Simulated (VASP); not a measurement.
# ZnS (P6_3mc) in VASP: further runs

The runs below take ZnS through relaxation of cell and atoms, with LDA.

Everything below comes from runs of VASP 6.6.1. Logs are shortened: lines on timing, memory, paths and dates and some standing lists are left out, and cuts for length are marked.

### 1 The cell of the first run

It takes space group P6_3mc (No. 186, hexagonal). Conventional cell: a = 3.738 Å, b = 3.738 Å, c = 6.143 Å, α = 90.00°, β = 90.00°, γ = 120.00°. Within 3.0 Å of Zn (site symmetry 3m) lie 4 S at 2.29 to 2.30 Å. S (site symmetry 3m) has 4 Zn at 2.29 to 2.30 Å within 3.0 Å.

### 2 Relaxation of cell and atoms, LDA, target pressure 1 GPa, at which the enthalpy is minimised

File INCAR:

```
SYSTEM = ZnS
PREC     = Accurate       ! precision mode
ENCUT    = 600            ! plane-wave cutoff, eV
EDIFF    = 1E-7           ! SCF threshold, eV
ISMEAR   = 0              ! smearing method
SIGMA    = 0.01           ! smearing width, eV
LREAL    = .False.        ! projectors in reciprocal space
LASPH    = .True.         ! aspherical terms in the spheres
NELM     = 80             ! most SCF steps
ALGO     = Normal         ! electronic algorithm
ISIF     = 3              ! what is computed and relaxed
LWAVE    = .False.        ! write WAVECAR
LCHARG   = .False.        ! write CHGCAR
GGA      = CA             ! functional
IBRION   = 2              ! ionic algorithm
NSW      = 100            ! ionic steps
EDIFFG   = -0.002         ! ionic threshold
PSTRESS  = 10.0
```

File KPOINTS:

```
regular mesh
0
Gamma
  6 6 4
  0 0 0
```

File POSCAR:

```
ZnS
1.0
    3.7382251180      0.0000000000      0.0000000000
   -1.8691125590      3.2373979173      0.0000000000
    0.0000000000      0.0000000000      6.1430235041
Zn S
2 2
Direct
    0.3333333333      0.6666666667      0.0055916599
    0.6666666667      0.3333333333      0.5055916599
    0.3333333333      0.6666666667      0.3794083401
    0.6666666667      0.3333333333      0.8794083401
```

Potentials or basis: VASP PAW LDA potentials, release 64 (Zn, S).

Command:

```bash
$ cat potpaw_LDA.64/Zn/POTCAR potpaw_LDA.64/S/POTCAR > POTCAR
$ mpirun -np 1 vasp_std > vasp.out
```

OUTCAR:

```text
SYSTEM = ZnS
   PREC = Accurate
   ENCUT = 600
   EDIFF = 1E-7
   ISMEAR = 0
   LREAL = .False.
   LASPH = .True.
   NELM = 80
   ISIF = 3
   GGA = CA
   IBRION = 2
   NSW = 100
   EDIFFG = -0.002
   PSTRESS = 10.0

 ion  position               nearest neighbor table
   1  0.333  0.667  0.006-   4 2.29   4 2.29   4 2.29   3 2.30
   2  0.667  0.333  0.506-   3 2.29   3 2.29   3 2.29   4 2.30
   3  0.333  0.667  0.379-   2 2.29   2 2.29   2 2.29   1 2.30
   4  0.667  0.333  0.879-   1 2.29   1 2.29   1 2.29   2 2.30

  LATTYP: Found a hexagonal cell.
 ALAT       =     3.7382251180
 C/A-ratio  =     1.6432995098

  Lattice vectors:

 A1 = (   3.7382251180,   0.0000000000,   0.0000000000)
 A2 = (  -1.8691125590,   3.2373979173,   0.0000000000)
 A3 = (   0.0000000000,   0.0000000000,   6.1430235041)

Analysis of symmetry for initial positions (statically):
=====================================================================
 Subroutine PRICEL returns:
 Original cell was already a primitive cell.

 Routine SETGRP: Setting up the symmetry group for a
 hexagonal supercell.

 Subroutine GETGRP returns: Found 12 space group operations
 (whereof  6 operations were pure point group operations)
 out of a pool of 24 trial point group operations.

The static configuration has the point symmetry C_3v.
 The point group associated with its full space group is C_6v.

Analysis of symmetry for dynamics (positions and initial velocities):
=====================================================================
 Subroutine PRICEL returns:
 Original cell was already a primitive cell.

 Routine SETGRP: Setting up the symmetry group for a
 hexagonal supercell.

 Subroutine GETGRP returns: Found 12 space group operations
 (whereof  6 operations were pure point group operations)
 out of a pool of 24 trial point group operations.

The dynamic configuration has the point symmetry C_3v.
 The point group associated with its full space group is C_6v.

 Subroutine INISYM returns: Found 12 space group operations
 (whereof  6 operations are pure point group operations),
 and found     1 'primitive' translations

----------------------------------------------------------------------------------------

                                     Primitive cell

  volume of cell :      74.3436

  direct lattice vectors                    reciprocal lattice vectors
     3.738225118  0.000000000  0.000000000     0.267506629  0.154445024  0.000000000
    -1.869112559  3.237397917  0.000000000     0.000000000  0.308890049  0.000000000
     0.000000000  0.000000000  6.143023504     0.000000000  0.000000000  0.162786289

  length of vectors
     3.738225118  3.738225118  6.143023504     0.308890049  0.308890049  0.162786289

  position of ions in fractional coordinates (direct lattice)
     0.333333333  0.666666667  0.005591660
     0.666666667  0.333333333  0.505591660
     0.333333333  0.666666667  0.379408340
     0.666666667  0.333333333  0.879408340

  ion indices of the primitive-cell ions
   primitive index   ion index
                 1           1
                 2           2
                 3           3
                 4           4

----------------------------------------------------------------------------------------

 KPOINTS: regular mesh

Automatic generation of k-mesh.
 Grid dimensions read from file:
 generate k-points for:    6    6    4

 Generating k-lattice:

  Cartesian coordinates                     Fractional coordinates (reciprocal lattice)
     0.044584438  0.025740837  0.000000000     0.166666667  0.000000000  0.000000000
     0.000000000  0.051481675  0.000000000     0.000000000  0.166666667  0.000000000
     0.000000000  0.000000000  0.040696572     0.000000000  0.000000000  0.250000000

  Length of vectors
     0.051481675  0.051481675  0.040696572

  Shift w.r.t. Gamma in fractional coordinates (k-lattice)
     0.000000000  0.000000000  0.000000000

 Subroutine IBZKPT returns following result:
 ===========================================

 Found     21 irreducible k-points:

 Following reciprocal coordinates:
            Coordinates               Weight
  0.000000  0.000000  0.000000      1.000000
  0.166667  0.000000  0.000000      6.000000
  0.333333  0.000000  0.000000      6.000000
  0.500000  0.000000  0.000000      3.000000
  0.166667  0.166667  0.000000      6.000000
  0.333333  0.166667  0.000000     12.000000
[... 13 lines left out ...]
  0.333333  0.166667  0.500000     12.000000
  0.333333  0.333333  0.500000      2.000000
   k-points           NKPTS =     21   k-points in BZ     NKDIM =     21   number of bands    NBANDS=     22
   number of dos      NEDOS =    301   number of ions     NIONS =      4
   total plane-waves  NPLWV =  45000
   dimension x,y,z NGX =    30 NGY =   30 NGZ =   50
   dimension x,y,z NGXF=    60 NGYF=   60 NGZF=  100
   ions per type =               2   2
   NGX,Y,Z   is equivalent  to a cutoff of  13.34, 13.34, 13.53 a.u.
   NGXF,Y,Z  is equivalent  to a cutoff of  26.68, 26.68, 27.06 a.u.
 SYSTEM =  ZnS
   PREC   = accura    normal or accurate (medium, high low for compatibility)
   ISTART =      0    job   : 0-new  1-cont  2-samecut
   ICHARG =      2    charge: 1-file 2-atom 10-const
   ISPIN  =      1    spin polarized calculation?
   LNONCOLLINEAR =      F non collinear calculations
   LSORBIT =      F    spin-orbit coupling
   LASPH  =      T    aspherical Exc in radial PAW
   ENCUT  =  600.0 eV  44.10 Ry    6.64 a.u.   7.47  7.47 12.27*2*pi/ulx,y,z
   NELM   =     80;   NELMIN=  2; NELMDL= -5     # of ELM steps
   EDIFF  = 0.1E-06   stopping-criterion for ELM
   LREAL  =      F    real-space projection
   EDIFFG = -.2E-02   stopping-criterion for IOM
   NSW    =    100    number of steps for IOM
   IBRION =      2    ionic relax: 0-MD 1-quasi-New 2-CG
   NFREE  =      1    steps in history (QN), initial steepest desc. (CG)
   ISIF   =      3    stress and relaxation
   ISYM   =      2    0-nonsym 1-usesym 2-fastsym
   POTIM  = 0.5000    time-step for ionic-motion
   TEBEG  =    0.0;   TEEND  =   0.0 temperature during run
   PSTRESS=   10.0 pullay stress
   NELECT =      36.0000    total number of electrons
   NUPDOWN=      -1.0000    fix difference up-down
   EMIN   =  10.00;   EMAX   =-10.00  energy-range for DOS
   EFERMI =   0.00;   METHOD = LEGACY
   ISMEAR =     0;   SIGMA  =   0.01  broadening in eV -4-tet -1-fermi 0-gaus
   EFERMI_NEDOS =   21; number of points for ismear=-14 and -15
   IALGO  =     38    algorithm
   IMIX   =      4    mixing-type and parameters
     AMIX     =   0.40;   BMIX     =  1.00
     AMIX_MAG =   1.60;   BMIX_MAG =  1.00
  volume/ion in A,a.u.               =      18.59       125.42
  Fermi-wavevector in a.u.,A,eV,Ry     =   1.285566  2.429368 22.486081  1.652680
  Thomas-Fermi vector in A             =   2.417693
   LORBIT       =      0    0 simple, 1 ext, 2 COOP (PROOUT), +10 PAW based schemes
   GGA     = CA    functional components
   LHFCALC =     F    Hartree Fock is set to
   AEXX    =    0.0000 exact exchange contribution
   IVDW    =     0    specifies the selected vdW correction
   LEPSILON=     F    determine dielectric tensor
   LRPA    =     F    only Hartree local field effects (RPA)
 conjugate gradient relaxation of ions
 non-spin polarized calculation
 Gauss-broadening in eV      SIGMA  =   0.01
  energy-cutoff  :      600.00
  volume of cell :       74.34
 maximum number of plane-waves:      2539
 NGX is ok and might be reduce to    30
   NGX = 15   NGY = 15   NGZ = 25

--------------------------------------- Ionic step        1  -------------------------------------------

 number of electron      35.9999981 magnetization

 Free energy of the ion-electron system (eV)
  ---------------------------------------------------
  ext. energy  EPLUGINS =         0.00000000
  ---------------------------------------------------
  free energy    TOTEN  =       -16.39912222 eV

  energy without entropy =      -16.39912222  energy(sigma->0) =      -16.39912222

------------------------ aborting loop because EDIFF is reached ----------------------------------------

  FORCE on cell =-STRESS in cart. coord.  units (eV):
  Direction    XX          YY          ZZ          XY          YZ          ZX
  --------------------------------------------------------------------------------------
  -------------------------------------------------------------------------------------
  Total        0.1262667      0.1262667      0.1012175      0.0000000      0.0000000      0.0000000
  in kB        2.7211707      2.7211707      2.1813350      0.0000000      0.0000000      0.0000000
  external PRESSURE =      -7.4587746 kB  Pullay stress =      10.0000000 kB

 VOLUME and BASIS-vectors are now :
 -----------------------------------------------------------------------------
  energy-cutoff  :      600.00
  volume of cell :       74.34
      direct lattice vectors                 reciprocal lattice vectors
     3.738225118  0.000000000  0.000000000     0.267506629  0.154445024  0.000000000
    -1.869112559  3.237397917  0.000000000     0.000000000  0.308890049  0.000000000
     0.000000000  0.000000000  6.143023504     0.000000000  0.000000000  0.162786289
[... 50 lines left out ...]
  FREE ENERGIE OF THE ION-ELECTRON SYSTEM (eV)
  ---------------------------------------------------
  free  energy   TOTEN  =       -16.3943838345 eV

  energy  without entropy=      -16.3943838345  energy(sigma->0) =      -16.39438383

  enthalpy is  TOTEN    =       -15.9361541125 eV   P V=        0.4582297220

--------------------------------------- Ionic step        3  -------------------------------------------

 number of electron      35.9999985 magnetization

 Free energy of the ion-electron system (eV)
  ---------------------------------------------------
  ext. energy  EPLUGINS =         0.00000000
  ---------------------------------------------------
  free energy    TOTEN  =       -16.39672841 eV

  energy without entropy =      -16.39672841  energy(sigma->0) =      -16.39672841

 E-fermi :   2.6677     XC(G=0): -10.3468

 val. band max:        2.6170115006   @ k =   0.0000   0.0000   0.0000
 cond. band min:       4.8819336206   @ k =   0.0000   0.0000   0.0000
 fundamental gap:      2.2649221200
 Fermi energy:         2.6676725225

 k-point     1 :       0.0000    0.0000    0.0000
  band No.  band energies     occupation
      1     -11.0213      2.00000
      2      -9.9367      2.00000
      3      -4.1924      2.00000
      4      -4.1712      2.00000
      5      -4.1712      2.00000
      6      -4.0806      2.00000
[... 14 lines left out ...]
     21       8.7318      0.00000
     22       8.7318      0.00000
[... 520 lines left out ...]
 POSITION                                       TOTAL-FORCE (eV/Angst)
 -----------------------------------------------------------------------------------
     -0.00000      2.15247      0.03432         0.000000      0.000000      0.001607
      1.86409      1.07623      3.09697        -0.000000      0.000000      0.001607
     -0.00000      2.15247      2.32392        -0.000000     -0.000000     -0.001607
      1.86409      1.07623      5.38657         0.000000     -0.000000     -0.001607
 -----------------------------------------------------------------------------------
    total drift:                               -0.000000     -0.000001     -0.000041

  FREE ENERGIE OF THE ION-ELECTRON SYSTEM (eV)
  ---------------------------------------------------
  free  energy   TOTEN  =       -16.3967284126 eV

  energy  without entropy=      -16.3967284126  energy(sigma->0) =      -16.39672841

  enthalpy is  TOTEN    =       -15.9365322477 eV   P V=        0.4601961649

 reached required accuracy - stopping structural energy minimisation
```

It took 79 s on 1 thread of Intel Xeon Platinum 8488C (Sapphire Rapids), shared host; peak memory 0.19 GiB.

Results:

```yaml
Free_energy: -16.3967 eV
Relaxed_volume: 18.43 Å³/atom
Relaxed_cell: a = 3.728 Å, b = 3.728 Å, c = 6.125 Å, α = 90.00°, β = 90.00°, γ = 120.00°
Space_group_after_relaxing_to_0.05_Å: P6_3mc (No. 186)
Energy_change_on_relaxing_the_enthalpy_is_what_falls: +0.6 meV/atom
Ionic_steps: 3
Pressure_after_relaxing: 1.0 GPa
Band_gap_on_the_k_mesh: 2.26 eV, direct
```

The path:
```tsv
step	energy change (eV)	largest force (eV/Å)	pressure (GPa)	volume (Å³)
1	0.0000	0.0022	0.25	74.34
2	0.0047	0.0013	1.39	73.42
3	0.0024	0.0016	1.00	73.73
```

Final structure:
```
Zn S
1.0
     3.72819    0.00000    0.00000
    -1.86409    3.22870    0.00000
     0.00000    0.00000    6.12530
Zn S
2 2
Cartesian
  0.0000 2.1525 0.0343
  1.8641 1.0762 3.0970
  0.0000 2.1525 2.3239
  1.8641 1.0762 5.3866
```

Caveat: the cell is relaxed towards a set pressure, so the enthalpy falls and the energy may rise.

### 3 Relaxation of cell and atoms, LDA, target pressure 2 GPa, at which the enthalpy is minimised

File INCAR:

```
SYSTEM = ZnS
  PREC = Accurate
  ENCUT = 600
  EDIFF = 1E-7
  ISMEAR = 0
  SIGMA = 0.01
  LREAL = .FALSE.
  LASPH = .TRUE.
  NELM = 80
  ALGO = Normal
  ISIF = 3
  LWAVE = .FALSE.
  LCHARG = .FALSE.
  IBRION = 2
  NSW = 100
  EDIFFG = -0.002
  PSTRESS = 20.0
```

File KPOINTS:

```
regular mesh
0
G
  6 6 4
  0 0 0
```

POSCAR is that of step 2.

Potentials or basis: VASP PAW LDA potentials, release 64 (Zn, S).

Command:

```bash
$ cat potpaw_LDA.64/Zn/POTCAR potpaw_LDA.64/S/POTCAR > POTCAR
$ mpirun -np 1 vasp_std > vasp.out
```

OUTCAR:

```text
SYSTEM = ZnS
   PREC = Accurate
   ENCUT = 600
   EDIFF = 1E-7
   ISMEAR = 0
   LREAL = .FALSE.
   LASPH = .TRUE.
   NELM = 80
   ISIF = 3
   IBRION = 2
   NSW = 100
   EDIFFG = -0.002
   PSTRESS = 20.0

 ion  position               nearest neighbor table
   1  0.333  0.667  0.006-   4 2.29   4 2.29   4 2.29   3 2.30
   2  0.667  0.333  0.506-   3 2.29   3 2.29   3 2.29   4 2.30
   3  0.333  0.667  0.379-   2 2.29   2 2.29   2 2.29   1 2.30
   4  0.667  0.333  0.879-   1 2.29   1 2.29   1 2.29   2 2.30

  LATTYP: Found a hexagonal cell.
 ALAT       =     3.7382251180
 C/A-ratio  =     1.6432995098

  Lattice vectors:

 A1 = (   3.7382251180,   0.0000000000,   0.0000000000)
 A2 = (  -1.8691125590,   3.2373979173,   0.0000000000)
 A3 = (   0.0000000000,   0.0000000000,   6.1430235041)

Analysis of symmetry for initial positions (statically):
=====================================================================
 Subroutine PRICEL returns:
 Original cell was already a primitive cell.

 Routine SETGRP: Setting up the symmetry group for a
 hexagonal supercell.

 Subroutine GETGRP returns: Found 12 space group operations
 (whereof  6 operations were pure point group operations)
 out of a pool of 24 trial point group operations.

[... 150 lines left out ...]
  energy-cutoff  :      600.00
  volume of cell :       74.34
 maximum number of plane-waves:      2539
 NGX is ok and might be reduce to    30
   NGX = 15   NGY = 15   NGZ = 25

--------------------------------------- Ionic step        1  -------------------------------------------

 number of electron      35.9999981 magnetization

 Free energy of the ion-electron system (eV)
  ---------------------------------------------------
  ext. energy  EPLUGINS =         0.00000000
  ---------------------------------------------------
  free energy    TOTEN  =       -16.39912222 eV

  energy without entropy =      -16.39912222  energy(sigma->0) =      -16.39912222

------------------------ aborting loop because EDIFF is reached ----------------------------------------

  FORCE on cell =-STRESS in cart. coord.  units (eV):
  Direction    XX          YY          ZZ          XY          YZ          ZX
  --------------------------------------------------------------------------------------
  -------------------------------------------------------------------------------------
  Total        0.1262667      0.1262667      0.1012175      0.0000000      0.0000000      0.0000000
  in kB        2.7211707      2.7211707      2.1813350      0.0000000      0.0000000      0.0000000
  external PRESSURE =     -17.4587746 kB  Pullay stress =      20.0000000 kB
[... 267 lines left out ...]
--------------------------------------- Ionic step        8  -------------------------------------------

 number of electron      35.9999991 magnetization

 Free energy of the ion-electron system (eV)
  ---------------------------------------------------
  ext. energy  EPLUGINS =         0.00000000
  ---------------------------------------------------
  free energy    TOTEN  =       -16.38938976 eV

  energy without entropy =      -16.38938976  energy(sigma->0) =      -16.38938976

 E-fermi :   2.8291     XC(G=0): -10.3973

 val. band max:        2.7289912045   @ k =   0.0000   0.0000   0.0000
 cond. band min:       5.0434352175   @ k =   0.0000   0.0000   0.0000
 fundamental gap:      2.3144440130
 Fermi energy:         2.8290545141

 k-point     1 :       0.0000    0.0000    0.0000
  band No.  band energies     occupation
      1     -10.9943      2.00000
      2      -9.8885      2.00000
      3      -4.1344      2.00000
      4      -4.1114      2.00000
      5      -4.1114      2.00000
      6      -4.0188      2.00000
[... 549 lines left out ...]
  energy  without entropy=      -16.3893897589  energy(sigma->0) =      -16.38938976

  enthalpy is  TOTEN    =       -15.4788558627 eV   P V=        0.9105338961

 reached required accuracy - stopping structural energy minimisation
```

Run time: 2.6 min. Hardware: 1 thread of Intel Xeon Platinum 8488C (Sapphire Rapids), shared host; peak memory 0.19 GiB.

What came out:

```yaml
Free_energy: -16.3894 eV
Relaxed_volume: 18.24 Å³/atom
Relaxed_cell: a = 3.714 Å, b = 3.714 Å, c = 6.105 Å, α = 90.00°, β = 90.00°, γ = 120.00°
Space_group_after_relaxing_to_0.05_Å: P6_3mc (No. 186)
Energy_change_on_relaxing_the_enthalpy_is_what_falls: +2.4 meV/atom
Ionic_steps: 8
Pressure_after_relaxing: 2.0 GPa
Band_gap_on_the_k_mesh: 2.31 eV, direct
```

Step by step:
```
step  energy change (eV)  largest force (eV/Å)  pressure (GPa)  volume (Å³)
   1              0.0000                0.0022            0.25        74.34
   2              0.0215                0.0057            2.96        72.19
   3              0.0098                0.0044            1.99        72.94
   4              0.0101                0.0045            2.02        72.91
   5              0.0098                0.0030            2.01        72.94
   6              0.0094                0.0009            1.97        72.97
   7              0.0096                0.0017            1.99        72.95
   8              0.0097                0.0010            2.00        72.94
```

Final structure:
```
Zn S
1.0
     3.71427    0.00000    0.00000
    -1.85713    3.21665    0.00000
     0.00000    0.00000    6.10519
Zn S
2 2
Direct
  0.33333 0.66667 0.00569
  0.66667 0.33333 0.50569
  0.33333 0.66667 0.37931
  0.66667 0.33333 0.87931
```

Levels at points of the mesh, in eV from the valence-band top:
```tsv
k point	band 16	band 17	band 18	band 19	band 20	band 21
(0.00, 0.00, 0.00)	-0.11	0.00	0.00	2.31	3.06	6.11
(0.50, 0.00, 0.00)	-2.55	-1.98	-1.01	3.40	4.26	4.86
(0.00, 0.00, 0.50)	-0.54	-0.54	-0.54	3.58	3.58	6.60
(0.50, 0.00, 0.50)	-1.87	-1.84	-1.84	3.33	3.33	5.01
```

Caveat: the cell is relaxed towards a set pressure, so the enthalpy falls and the energy may rise. Zero-point motion and thermal expansion aren't in these numbers.

(Part 1 of 2 ends here.)
